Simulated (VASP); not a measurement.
# CuI (F-43m) in VASP: settings compared, part 2 of 2

VASP 6.6.1.

### 3 Relaxation of cell and atoms, r2SCAN

File POSCAR:

```
CuI
1.0
    0.0000000000      3.0315000000      3.0315000000
    3.0315000000      0.0000000000      3.0315000000
    3.0315000000      3.0315000000      0.0000000000
I Cu
1 1
Direct
    0.0000000000      0.0000000000      0.0000000000
    0.7500000000      0.7500000000      0.7500000000
```

File INCAR.step1:

```
ALGO     = Normal         # electronic algorithm
EDIFF    = 1E-4           # SCF threshold, eV
ENCUT    = 600            # plane-wave cutoff, eV
GGA      = PE             # functional
ISMEAR   = -1             # smearing method
LASPH    = T              # aspherical terms in the spheres
LCHARG   = F              # write CHGCAR
LREAL    = F              # projectors in reciprocal space
LWAVE    = T              # write WAVECAR
NELM     = 80             # most SCF steps
PREC     = Accurate       # precision mode
SIGMA    = 0.05           # smearing width, eV
```

File INCAR.step2:

```
ALGO     = Normal         # electronic algorithm
EDIFF    = 1E-6           # SCF threshold, eV
EDIFFG   = -0.01          # ionic threshold
ENCUT    = 600            # plane-wave cutoff, eV
IBRION   = 2              # ionic algorithm
ISIF     = 3              # what is computed and relaxed
ISMEAR   = -1             # smearing method
ISTART   = 1            
LASPH    = T              # aspherical terms in the spheres
LCHARG   = F              # write CHGCAR
LMIXTAU  = T            
LREAL    = F              # projectors in reciprocal space
LWAVE    = F              # write WAVECAR
METAGGA  = R2SCAN         # meta-GGA
NELM     = 80             # most SCF steps
NSW      = 60             # ionic steps
PREC     = Accurate       # precision mode
SIGMA    = 0.05           # smearing width, eV
```

File KPOINTS:

```
k-points
0
Gamma
  8 8 8
```

Potentials or basis: VASP PAW PBE potentials, release 64 (I, Cu).

Command:

```
cat potpaw_PBE.64/I/POTCAR potpaw_PBE.64/Cu/POTCAR > POTCAR
cp INCAR.step1 INCAR
mpirun -np 1 vasp_std > vasp.out
cp INCAR.step2 INCAR
mpirun -np 1 vasp_std > vasp.out
```

It took 1.8 min on 1 thread of Intel Xeon Platinum 8488C (Sapphire Rapids), shared host; peak memory 0.23 GiB.

It converged, with:

| Item | Value |
| --- | --- |
| Free energy | -35.7971 eV |
| Relaxed volume | 27.23 Å³/atom |
| Relaxed cell | a = 4.255 Å, b = 4.255 Å, c = 4.255 Å, α = 60.00°, β = 60.00°, γ = 60.00° |
| Space group after relaxing (to 0.1 Å) | F-43m (No. 216) |
| Energy gained by relaxing | 1.5 meV/atom |
| Ionic steps | 2 |
| Pressure after relaxing | 0.1 GPa |
| Band gap on the k mesh | 1.68 eV |

Step by step:
```csv
step,energy change (eV),largest force (eV/Å),pressure (GPa),volume (Å³)
1,0.0000,0.0000,-0.90,55.72
2,-0.0030,0.0000,0.05,54.47
```

Final structure:
```
I Cu
1.0
     0.00000    3.00866    3.00866
     3.00866    0.00000    3.00866
     3.00866    3.00866    0.00000
I Cu
1 1
Direct
  0.00000 0.00000 0.00000
  0.75000 0.75000 0.75000
```

Levels at points of the mesh, in eV from the valence-band top:
```
           k point  band 6  band 7  band 8  band 9  band 10  band 11  band 12  band 13
(0.00, 0.00, 0.00)   -1.93    0.00    0.00    0.00     1.68     5.22     5.22     5.22
(0.50, 0.00, 0.00)   -1.90   -1.86   -0.75   -0.75     2.57     5.73     5.73     7.76
(0.50, 0.50, 0.00)   -1.85   -1.84   -1.58   -1.58     2.90     3.17     9.96    10.53
```

Caveat: the PAW data sets were made with another functional, which shifts forces and pressure a little; spin-orbit coupling is left out, which moves the levels of the heavy elements.

### 4 Single point, PBE-based screened hybrid with 50 % exact exchange

POSCAR is that of step 3.

File INCAR.step1:

```
SYSTEM = CuI
PREC = Accurate
ENCUT = 520
EDIFF = 1E-5
ISMEAR = -1
SIGMA = 0.05
LREAL = .FALSE.
LASPH = .TRUE.
NELM = 80
ALGO = Normal
ISIF = 2
LWAVE = .TRUE.
LCHARG = .FALSE.
GGA = PE
NBANDS = 16
```

File INCAR.step2:

```
SYSTEM = CuI
PREC = Accurate
ENCUT = 520
EDIFF = 1E-6
ISMEAR = -1
SIGMA = 0.05
LREAL = .FALSE.
LASPH = .TRUE.
NELM = 80
ALGO = Normal
ISIF = 2
LWAVE = .FALSE.
LCHARG = .FALSE.
GGA = PE
LHFCALC = .TRUE.
AEXX = 0.5
HFSCREEN = 0.2078699
PRECFOCK = Normal
ISTART = 1
NBANDS = 16
```

File KPOINTS:

```
Automatic mesh
0
G
  4 4 4
  0 0 0
```

Command:

```
cat potpaw_PBE.64/I/POTCAR potpaw_PBE.64/Cu/POTCAR > POTCAR
cp INCAR.step1 INCAR
mpirun -np 1 vasp_std > vasp.out
cp INCAR.step2 INCAR
mpirun -np 1 vasp_std > vasp.out
```

It took 9.5 min on 1 thread of Intel Xeon Platinum 8259CL at 2.50GHz (Skylake/Cascade Lake), shared host; peak memory 0.29 GiB.

Results (log left out):

```
Free energy            : -7.5873 eV
Pressure               : 0.9 GPa
Band gap on the k mesh : 4.05 eV
```

Levels at points of the mesh, in eV from the valence-band top:
```csv
k point,band 5,band 6,band 7,band 8,band 9,band 10,band 11,band 12,band 13,band 14
"(0.00, 0.00, 0.00)",-3.22,-3.22,0.00,0.00,0.00,4.05,7.75,7.75,7.75,11.58
"(0.50, 0.00, 0.00)",-3.21,-3.21,-3.15,-0.91,-0.91,5.05,8.20,8.20,10.20,12.44
"(0.50, 0.50, 0.00)",-3.20,-3.15,-2.85,-2.28,-2.28,5.07,5.64,12.54,13.35,13.35
```

Caveat: the k points lie up to 0.45 Å⁻¹ apart; the PAW data sets were made with another functional, which shifts forces and pressure a little; spin-orbit coupling is left out, which moves the levels of the heavy elements.

### 5 Single point, PBEsol-based global hybrid with 25 % exact exchange

This run uses another cell than the first one, of 26.92 Å³/atom.

File POSCAR:

```
CuI
1.0
    0.0000000000      2.9971725663      2.9971725663
    2.9971725663      0.0000000000      2.9971725663
    2.9971725663      2.9971725663      0.0000000000
I Cu
1 1
Direct
    0.0000000000      0.0000000000      0.0000000000
    0.7500000000      0.7500000000      0.7500000000
```

File INCAR.step1:

```
ALGO = Normal ; EDIFF = 1E-5
ENCUT = 520 ; GGA = PE
ISIF = 2 ; ISMEAR = -1
LASPH = True ; LREAL = False
LWAVE = True ; NBANDS = 16
NELM = 100 ; PREC = Accurate
SIGMA = 0.05
```

File INCAR.step2:

```
AEXX = 0.25 ; ALGO = Normal
EDIFF = 1E-6 ; ENCUT = 520
GGA = PS ; ISIF = 2
ISMEAR = -1 ; ISTART = 1
LASPH = True ; LCHARG = True
LELF = True ; LHFCALC = True
LREAL = False ; LVHAR = True
LWAVE = False ; NBANDS = 16
NELM = 100 ; PREC = Accurate
PRECFOCK = Normal ; SIGMA = 0.05
```

File KPOINTS:

```
k-points
0
Gamma
  4 4 4
```

Command:

```
cat potpaw_PBE.64/I/POTCAR potpaw_PBE.64/Cu/POTCAR > POTCAR
cp INCAR.step1 INCAR
mpirun -np 1 vasp_std > vasp.out
cp INCAR.step2 INCAR
mpirun -np 1 vasp_std > vasp.out
```

Run time: 9.6 min. Hardware: 1 thread of Intel Xeon Platinum 8488C (Sapphire Rapids), shared host; peak memory 0.19 GiB.

Results (log left out):

```yaml
Free_energy: -7.5354 eV
Pressure: -0.3 GPa
Band_gap_on_the_k_mesh: 3.27 eV
```

Levels at points of the mesh, in eV from the valence-band top:
```csv
k point,band 6,band 7,band 8,band 9,band 10,band 11,band 12,band 13
"(0.00, 0.00, 0.00)",-2.71,0.00,0.00,0.00,3.27,6.95,6.95,6.95
"(0.50, 0.00, 0.00)",-2.69,-2.63,-0.91,-0.91,4.25,7.47,7.47,9.45
"(0.50, 0.50, 0.00)",-2.63,-2.50,-2.12,-2.12,4.42,4.90,11.77,12.46
```

Caveat: the k points lie up to 0.45 Å⁻¹ apart; the PAW data sets were made with another functional, which shifts forces and pressure a little; spin-orbit coupling is left out, which moves the levels of the heavy elements.

### 6 Single point, PBE0

This run uses another cell than the first one, of 28.37 Å³/atom.

File POSCAR:

```
CuI
1.0
    0.0000000000      3.0498550063      3.0498550063
    3.0498550063      0.0000000000      3.0498550063
    3.0498550063      3.0498550063      0.0000000000
I Cu
1 1
Direct
    0.0000000000      0.0000000000      0.0000000000
    0.7500000000      0.7500000000      0.7500000000
```

File INCAR.step1:

```
SYSTEM = CuI
PREC     = Accurate       ! precision mode
ENCUT    = 520            ! plane-wave cutoff, eV
EDIFF    = 1E-5           ! SCF threshold, eV
ISMEAR   = -1             ! smearing method
SIGMA    = 0.05           ! smearing width, eV
LREAL    = .FALSE.        ! projectors in reciprocal space
LASPH    = .TRUE.         ! aspherical terms in the spheres
NELM     = 100            ! most SCF steps
ALGO     = Normal         ! electronic algorithm
ISIF     = 2              ! what is computed and relaxed
LWAVE    = .TRUE.         ! write WAVECAR
LCHARG   = .FALSE.        ! write CHGCAR
NBANDS   = 16             ! bands
GGA      = PE             ! functional
```

File INCAR.step2:

```
SYSTEM = CuI
PREC     = Accurate       ! precision mode
ENCUT    = 520            ! plane-wave cutoff, eV
EDIFF    = 1E-7           ! SCF threshold, eV
ISMEAR   = -1             ! smearing method
SIGMA    = 0.05           ! smearing width, eV
LREAL    = .FALSE.        ! projectors in reciprocal space
LASPH    = .TRUE.         ! aspherical terms in the spheres
NELM     = 100            ! most SCF steps
ALGO     = Normal         ! electronic algorithm
ISIF     = 2              ! what is computed and relaxed
LWAVE    = .FALSE.        ! write WAVECAR
LCHARG   = .FALSE.        ! write CHGCAR
GGA      = PE             ! functional
LHFCALC  = .TRUE.         ! exact exchange
AEXX     = 0.25           ! exact-exchange fraction
PRECFOCK = Normal       
NBANDS   = 16             ! bands
ISTART   = 1
```

File KPOINTS:

```
Automatic mesh
0
G
  4 4 4
  0 0 0
```

Potentials or basis: VASP PAW PBE potentials, release 64 (I, Cu).

Command:

```
cat potpaw_PBE.64/I/POTCAR potpaw_PBE.64/Cu/POTCAR > POTCAR
cp INCAR.step1 INCAR
mpirun -np 1 vasp_std > vasp.out
cp INCAR.step2 INCAR
mpirun -np 1 vasp_std > vasp.out
```

Wall time 21 min (1 thread of Intel Xeon Platinum 8488C (Sapphire Rapids), shared host); peak memory 0.2 GiB.

The run converged. Its results:

| Item | Value |
| --- | --- |
| Free energy | -7.0077 eV |
| Pressure | -0.2 GPa |
| Band gap on the k mesh | 3.27 eV |

Levels at points of the mesh, in eV from the valence-band top:
```
           k point  band 6  band 7  band 8  band 9  band 10  band 11  band 12  band 13
(0.00, 0.00, 0.00)   -2.44    0.00    0.00    0.00     3.27     7.08     7.08     7.08
(0.50, 0.00, 0.00)   -2.41   -2.36   -0.81   -0.81     4.33     7.58     7.58     9.53
(0.50, 0.50, 0.00)   -2.36   -2.24   -1.90   -1.90     4.66     5.03    11.50    12.25
```

Caveat: the k points lie up to 0.45 Å⁻¹ apart; the PAW data sets were made with another functional, which shifts forces and pressure a little; spin-orbit coupling is left out, which moves the levels of the heavy elements.

### 7 Summary

| task | level | U | cell | k mesh | cutoff (eV) | grid for exact exchange (PRECFOCK) | share of exact exchange | screening parameter | gap on the mesh (eV) | pressure (GPa) |
| --- | --- | --- | --- | --- | --- | --- | --- | --- | --- | --- |
| single point | PBE+U | Cu d U = 4.5 eV | a = 4.287 Å, angles 60.0°, 2 atoms | 8 × 8 × 8 | 520 | - | - | - | 1.84 | 1.0 |
| relaxation of cell and atoms | r2SCAN | - | relaxed from a = 4.287 Å, angles 60.0°, 2 atoms | 8 × 8 × 8 | 600 | - | - | - | 1.68 | 0.1 |
| single point | PBE-based screened hybrid with 50 % exact exchange | - | a = 4.287 Å, angles 60.0°, 2 atoms | 4 × 4 × 4 | 520 | Normal | 0.5 | 0.20787 1/Å | 4.05 | 0.9 |
| single point | PBEsol-based global hybrid with 25 % exact exchange | - | a = 4.239 Å, angles 60.0°, 2 atoms | 4 × 4 × 4 | 520 | Normal | 0.25 | - | 3.27 | -0.3 |
| single point | PBE0 | - | a = 4.313 Å, angles 60.0°, 2 atoms | 4 × 4 × 4 | 520 | Normal | 0.25 | - | 3.27 | -0.2 |

Alike in all rows: potentials or basis VASP PAW PBE potentials, release 64 (I, Cu); no spin polarisation; smearing fermi-dirac 0.05 eV.

Caveats: some runs use coarse meshes; spin-orbit coupling is left out, which moves the levels of the heavy elements; the PAW data sets were made with another functional, which shifts forces and pressure a little (at least some runs).

Total energies depend on the potentials used, so only differences within one code and one set of settings carry meaning.
